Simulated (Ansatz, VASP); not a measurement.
# Two plane-wave programs on La

```
La
1.0
     0.00000    2.78699    2.78699
     2.78699    0.00000    2.78699
     2.78699    2.78699    0.00000
La
1
Cartesian
  0.0000 0.0000 0.0000
```

Alike in both runs: task single point; functional revPBE; k mesh 11 × 11 × 11; occupations fermi-dirac, width 0.1 eV; no spin polarisation.

```csv
,VASP,Ansatz
version,VASP 6.6.1,Ansatz 0.2.0
potentials or method,"VASP PAW PBE potentials, release 64 (La), cutoff 520 eV","plane waves (420 eV) with PAW, scalar-relativistic"
valence electrons in the cell,11,11
```

```tsv
	VASP	Ansatz	Ansatz less VASP
pressure (GPa)	-2.2	-2.4	-0.14
```

VASP's potentials were made for PBE, not for revPBE. With one functional, cell and mesh, what is left measures potentials, basis and numerics.

Neither program's run includes spin-orbit coupling.
